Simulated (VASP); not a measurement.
# MoS (P2_13) in VASP: relaxation of cell and atoms with PBE

Aim: the relaxation of cell and atoms of MoS with PBE.

Everything below comes from runs of VASP 6.6.1. Logs are shortened: lines on timing, memory, paths and dates and some standing lists are left out, and cuts for length are marked.

## Step 1: The cell of the first run

Symmetry: P2_13, No. 198, cubic system. The conventional cell has a = 4.962 Å, b = 4.962 Å, c = 4.962 Å, α = 90.00°, β = 90.00°, γ = 90.00°. Within 3.2 Å of Mo (site symmetry 3) lie 7 S at 2.36 to 3.14 Å and 6 Mo at 3.06 Å. S (site symmetry 3) has 7 Mo at 2.36 to 3.14 Å and 6 S at 3.15 Å within 3.2 Å.

## Step 2: Relaxation of cell and atoms, PBE

Contents of INCAR:

```
  PREC = Accurate
  ENCUT = 600
  EDIFF = 1E-6
  ISMEAR = 0
  SIGMA = 0.1
  LREAL = F
  LASPH = T
  NELM = 100
  ALGO = Normal
  ISIF = 3
  LWAVE = F
  LCHARG = F
  GGA = PE
  IBRION = 2
  NSW = 100
  EDIFFG = -0.01
```

Contents of KPOINTS:

```
Automatic mesh
0
Gamma
  8 8 8
```

Contents of POSCAR:

```
MoS
1.0
    4.9615703582      0.0000000000      0.0000000000
    0.0000000000      4.9615703582      0.0000000000
    0.0000000000      0.0000000000      4.9615703582
Mo S
4 4
Direct
    0.0969259316      0.0969259316      0.0969259316
    0.4030740684      0.9030740684      0.5969259316
    0.5969259316      0.4030740684      0.9030740684
    0.9030740684      0.5969259316      0.4030740684
    0.8159487579      0.8159487579      0.8159487579
    0.6840512421      0.1840512421      0.3159487579
    0.3159487579      0.6840512421      0.1840512421
    0.1840512421      0.3159487579      0.6840512421
```

Potentials or basis: VASP PAW PBE potentials, release 64 (Mo_sv, S).

Started as:

```console
$ cat potpaw_PBE.64/Mo_sv/POTCAR potpaw_PBE.64/S/POTCAR > POTCAR
$ mpirun -np 1 vasp_std > vasp.out
```

OUTCAR:

```text
PREC = Accurate
   ENCUT = 600
   EDIFF = 1E-6
   ISMEAR = 0
   LREAL = F
   LASPH = T
   NELM = 100
   ISIF = 3
   GGA = PE
   IBRION = 2
   NSW = 100
   EDIFFG = -0.01

 ion  position               nearest neighbor table
   1  0.097  0.097  0.097-   8 2.36   7 2.36   6 2.36   5 2.41   3 3.06   4 3.06   2 3.06   2 3.06
                             4 3.06   3 3.06   7 3.14   8 3.14   6 3.14
   2  0.403  0.903  0.597-   7 2.36   5 2.36   8 2.36   6 2.41   3 3.06   4 3.06   1 3.06   1 3.06
                             3 3.06   4 3.06   8 3.14   7 3.14   5 3.14
   3  0.597  0.403  0.903-   6 2.36   5 2.36   8 2.36   7 2.41   2 3.06   4 3.06   1 3.06   4 3.06
                             2 3.06   1 3.06   8 3.14   5 3.14   6 3.14
   4  0.903  0.597  0.403-   5 2.36   6 2.36   7 2.36   8 2.41   2 3.06   3 3.06   1 3.06   3 3.06
                             1 3.06   2 3.06   6 3.14   5 3.14   7 3.14
   5  0.816  0.816  0.816-   4 2.36   3 2.36   2 2.36   1 2.41   3 3.14   4 3.14   2 3.14
   6  0.684  0.184  0.316-   3 2.36   1 2.36   4 2.36   2 2.41   3 3.14   4 3.14   1 3.14
   7  0.316  0.684  0.184-   2 2.36   1 2.36   4 2.36   3 2.41   4 3.14   2 3.14   1 3.14
   8  0.184  0.316  0.684-   1 2.36   2 2.36   3 2.36   4 2.41   2 3.14   1 3.14   3 3.14

  LATTYP: Found a simple cubic cell.
 ALAT       =     4.9615703582

  Lattice vectors:

 A1 = (   4.9615703582,   0.0000000000,   0.0000000000)
 A2 = (   0.0000000000,   4.9615703582,   0.0000000000)
 A3 = (   0.0000000000,   0.0000000000,   4.9615703582)

Analysis of symmetry for initial positions (statically):
=====================================================================
 Subroutine PRICEL returns:
 Original cell was already a primitive cell.

 Routine SETGRP: Setting up the symmetry group for a
 simple cubic supercell.

 Subroutine GETGRP returns: Found 12 space group operations
 (whereof  3 operations were pure point group operations)
 out of a pool of 48 trial point group operations.

The static configuration has the point symmetry C_3 .
 The point group associated with its full space group is T   .

Analysis of symmetry for dynamics (positions and initial velocities):
=====================================================================
 Subroutine PRICEL returns:
 Original cell was already a primitive cell.

 Routine SETGRP: Setting up the symmetry group for a
 simple cubic supercell.

 Subroutine GETGRP returns: Found 12 space group operations
 (whereof  3 operations were pure point group operations)
 out of a pool of 48 trial point group operations.

The dynamic configuration has the point symmetry C_3 .
 The point group associated with its full space group is T   .

 Subroutine INISYM returns: Found 12 space group operations
 (whereof  3 operations are pure point group operations),
 and found     1 'primitive' translations

----------------------------------------------------------------------------------------

                                     Primitive cell

  volume of cell :     122.1399

  direct lattice vectors                    reciprocal lattice vectors
     4.961570358  0.000000000  0.000000000     0.201549092  0.000000000  0.000000000
     0.000000000  4.961570358  0.000000000     0.000000000  0.201549092  0.000000000
     0.000000000  0.000000000  4.961570358     0.000000000  0.000000000  0.201549092

  length of vectors
     4.961570358  4.961570358  4.961570358     0.201549092  0.201549092  0.201549092

  position of ions in fractional coordinates (direct lattice)
     0.096925932  0.096925932  0.096925932
     0.403074068  0.903074068  0.596925932
     0.596925932  0.403074068  0.903074068
     0.903074068  0.596925932  0.403074068
     0.815948758  0.815948758  0.815948758
     0.684051242  0.184051242  0.315948758
     0.315948758  0.684051242  0.184051242
     0.184051242  0.315948758  0.684051242

  ion indices of the primitive-cell ions
   primitive index   ion index
                 1           1
                 2           2
                 3           3
                 4           4
                 5           5
                 6           6
                 7           7
                 8           8

----------------------------------------------------------------------------------------

 KPOINTS: Automatic mesh

Automatic generation of k-mesh.
 Grid dimensions read from file:
 generate k-points for:    8    8    8

 Generating k-lattice:

  Cartesian coordinates                     Fractional coordinates (reciprocal lattice)
     0.025193636  0.000000000  0.000000000     0.125000000  0.000000000  0.000000000
     0.000000000  0.025193636  0.000000000     0.000000000  0.125000000  0.000000000
     0.000000000  0.000000000  0.025193636     0.000000000  0.000000000  0.125000000

  Length of vectors
     0.025193636  0.025193636  0.025193636

  Shift w.r.t. Gamma in fractional coordinates (k-lattice)
     0.000000000  0.000000000  0.000000000

 Subroutine IBZKPT returns following result:
 ===========================================

 Found     45 irreducible k-points:

 Following reciprocal coordinates:
            Coordinates               Weight
  0.000000  0.000000  0.000000      1.000000
  0.125000  0.000000  0.000000      6.000000
  0.250000  0.000000  0.000000      6.000000
  0.375000  0.000000  0.000000      6.000000
  0.500000  0.000000  0.000000      3.000000
  0.125000  0.125000  0.000000     12.000000
[... 16 lines left out ...]
  0.250000  0.125000  0.125000     24.000000
  0.375000  0.125000  0.125000     24.000000
 [... further k-points ...]
   k-points           NKPTS =     45   k-points in BZ     NKDIM =     45   number of bands    NBANDS=     48
   number of dos      NEDOS =    301   number of ions     NIONS =      8
   total plane-waves  NPLWV =  64000
   dimension x,y,z NGX =    40 NGY =   40 NGZ =   40
   dimension x,y,z NGXF=    80 NGYF=   80 NGZF=   80
   ions per type =               4   4
   NGX,Y,Z   is equivalent  to a cutoff of  13.40, 13.40, 13.40 a.u.
   NGXF,Y,Z  is equivalent  to a cutoff of  26.81, 26.81, 26.81 a.u.
 SYSTEM =  unknown system
   PREC   = accura    normal or accurate (medium, high low for compatibility)
   ISTART =      0    job   : 0-new  1-cont  2-samecut
   ICHARG =      2    charge: 1-file 2-atom 10-const
   ISPIN  =      1    spin polarized calculation?
   LNONCOLLINEAR =      F non collinear calculations
   LSORBIT =      F    spin-orbit coupling
   LASPH  =      T    aspherical Exc in radial PAW
   ENCUT  =  600.0 eV  44.10 Ry    6.64 a.u.   9.91  9.91  9.91*2*pi/ulx,y,z
   NELM   =    100;   NELMIN=  2; NELMDL= -5     # of ELM steps
   EDIFF  = 0.1E-05   stopping-criterion for ELM
   LREAL  =      F    real-space projection
   EDIFFG = -.1E-01   stopping-criterion for IOM
   NSW    =    100    number of steps for IOM
   IBRION =      2    ionic relax: 0-MD 1-quasi-New 2-CG
   NFREE  =      1    steps in history (QN), initial steepest desc. (CG)
   ISIF   =      3    stress and relaxation
   ISYM   =      2    0-nonsym 1-usesym 2-fastsym
   POTIM  = 0.5000    time-step for ionic-motion
   TEBEG  =    0.0;   TEEND  =   0.0 temperature during run
   PSTRESS=    0.0 pullay stress
   NELECT =      80.0000    total number of electrons
   NUPDOWN=      -1.0000    fix difference up-down
   EMIN   =  10.00;   EMAX   =-10.00  energy-range for DOS
   EFERMI =   0.00;   METHOD = LEGACY
   ISMEAR =     0;   SIGMA  =   0.10  broadening in eV -4-tet -1-fermi 0-gaus
   EFERMI_NEDOS =   21; number of points for ismear=-14 and -15
   IALGO  =     38    algorithm
   IMIX   =      4    mixing-type and parameters
     AMIX     =   0.40;   BMIX     =  1.00
     AMIX_MAG =   1.60;   BMIX_MAG =  1.00
  volume/ion in A,a.u.               =      15.27       103.03
  Fermi-wavevector in a.u.,A,eV,Ry     =   1.421736  2.686692 27.501914  2.021334
  Thomas-Fermi vector in A             =   2.542514
   LORBIT       =      0    0 simple, 1 ext, 2 COOP (PROOUT), +10 PAW based schemes
   GGA     = PE    functional components
   LHFCALC =     F    Hartree Fock is set to
   AEXX    =    0.0000 exact exchange contribution
   IVDW    =     0    specifies the selected vdW correction
   LEPSILON=     F    determine dielectric tensor
   LRPA    =     F    only Hartree local field effects (RPA)
 conjugate gradient relaxation of ions
 non-spin polarized calculation
 Gauss-broadening in eV      SIGMA  =   0.10
  energy-cutoff  :      600.00
  volume of cell :      122.14
 maximum number of plane-waves:      4094
   NGX = 19   NGY = 19   NGZ = 19

--------------------------------------- Ionic step        1  -------------------------------------------

 number of electron      80.0000001 magnetization

 Free energy of the ion-electron system (eV)
  ---------------------------------------------------
  ext. energy  EPLUGINS =         0.00000000
  ---------------------------------------------------
  free energy    TOTEN  =       -62.98833805 eV

  energy without entropy =      -62.97461700  energy(sigma->0) =      -62.98147752

------------------------ aborting loop because EDIFF is reached ----------------------------------------

  FORCE on cell =-STRESS in cart. coord.  units (eV):
  Direction    XX          YY          ZZ          XY          YZ          ZX
  --------------------------------------------------------------------------------------
  -------------------------------------------------------------------------------------
  Total        0.0706096      0.0706096      0.0706096     -0.0000000     -0.0000000      0.0000000
  in kB        0.9262257      0.9262257      0.9262257     -0.0000000     -0.0000000      0.0000000
  external PRESSURE =       0.9262257 kB  Pullay stress =       0.0000000 kB
[... 69 lines left out ...]
  energy  without entropy=      -62.9744894775  energy(sigma->0) =      -62.98139361

--------------------------------------- Ionic step        3  -------------------------------------------

 number of electron      80.0000001 magnetization

 Free energy of the ion-electron system (eV)
  ---------------------------------------------------
  ext. energy  EPLUGINS =         0.00000000
  ---------------------------------------------------
  free energy    TOTEN  =       -62.98836263 eV

  energy without entropy =      -62.97460794  energy(sigma->0) =      -62.98148529

 E-fermi :  11.1071     XC(G=0): -12.2789

 val. band max:       11.0990831165   @ k =   0.1250   0.1250   0.0000
 cond. band min:      11.1192465699   @ k =   0.3750   0.3750   0.3750
 fundamental gap:      0.0201634534
 Fermi energy:        11.1071350314

 k-point     1 :       0.0000    0.0000    0.0000
  band No.  band energies     occupation
      1     -50.1501      2.00000
      2     -50.0896      2.00000
      3     -50.0896      2.00000
      4     -50.0896      2.00000
      5     -24.4400      2.00000
      6     -24.4400      2.00000
[... 1213 lines left out ...]
     47      13.2386      0.00000
     48      13.5611      0.00000

 [... further k-points ...]

------------------------ aborting loop because EDIFF is reached ----------------------------------------

  FORCE on cell =-STRESS in cart. coord.  units (eV):
  Direction    XX          YY          ZZ          XY          YZ          ZX
  --------------------------------------------------------------------------------------
  -------------------------------------------------------------------------------------
  Total       -0.0117855     -0.0117855     -0.0117855      0.0000000      0.0000000      0.0000000
  in kB       -0.1545222     -0.1545222     -0.1545222      0.0000000      0.0000000      0.0000000
  external PRESSURE =      -0.1545222 kB  Pullay stress =       0.0000000 kB
[... 23 lines left out ...]
  FREE ENERGIE OF THE ION-ELECTRON SYSTEM (eV)
  ---------------------------------------------------
  free  energy   TOTEN  =       -62.9883626265 eV

  energy  without entropy=      -62.9746079446  energy(sigma->0) =      -62.98148529

 reached required accuracy - stopping structural energy minimisation
```

Wall time 16 min (1 thread of AMD EPYC 7R13, shared host); peak memory 0.37 GiB.

Results:

```
Free energy                           : -62.9884 eV
Relaxed volume                        : 15.27 Å³/atom
Relaxed cell                          : a = 4.962 Å, b = 4.962 Å, c = 4.962 Å, α = 90.00°, β = 90.00°, γ = 90.00°
Space group after relaxing (to 0.1 Å) : P2_13 (No. 198)
Energy gained by relaxing             : 0.0 meV/atom
Ionic steps                           : 3
Pressure after relaxing               : 0.0 GPa
Largest force after relaxing          : 0.006 eV/Å
Band gap on the k mesh                : zero (bands 40 and 41 overlap by 0.10 eV)
```

Forces on the atoms (eV/Å):
```
Mo   0.000  0.000  0.000
Mo   0.000  0.000  0.000
Mo   0.000  0.000  0.000
Mo   0.000  0.000  0.000
S    0.003  0.003  0.003
S   -0.003 -0.003  0.003
S    0.003 -0.003 -0.003
S   -0.003  0.003 -0.003
```

Final structure:
```xyz
8
Lattice="4.9624 0.0000 0.0000 0.0000 4.9624 0.0000 0.0000 0.0000 4.9624" Properties=species:S:1:pos:R:3 pbc="T T T"
Mo    0.4810    0.4810    0.4810
Mo    2.0002    4.4814    2.9622
Mo    2.9622    2.0002    4.4814
Mo    4.4814    2.9622    2.0002
S     4.0492    4.0492    4.0492
S     3.3944    0.9132    1.5680
S     1.5680    3.3944    0.9132
S     0.9132    1.5680    3.3944
```

The gap in the log of VASP goes by the Fermi energy; the results here count the filled bands.